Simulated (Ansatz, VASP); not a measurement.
In in VASP and in Ansatz

```xyz
1
Lattice="-1.8801 1.8801 1.8801 1.8801 -1.8801 1.8801 1.8801 1.8801 -1.8801" Properties=species:S:1:pos:R:3 pbc="T T T"
In    0.0000    0.0000    0.0000
```

Alike in both runs: task single point; functional PBE; k mesh 8 × 8 × 8; occupations gaussian, width 0.05 eV; no spin polarisation.

```csv
,VASP,Ansatz
version,VASP 6.6.1,Ansatz 0.2.0
potentials or method,"VASP PAW PBE potentials, release 64 (In_d), cutoff 520 eV","scalar-relativistic, plane waves, PAW"
valence electrons in the cell,13,13
```

VASP gave:

```
gap on the k mesh at the Fermi level (eV) : none
pressure (GPa)                            : 1.7
```

**Question.** Estimate Ansatz's values.

**Answer.** gap on the k mesh at the Fermi level (eV): none; pressure (GPa): 1.8.

A gap of «none» marks a metal or a gap that the smearing closes.
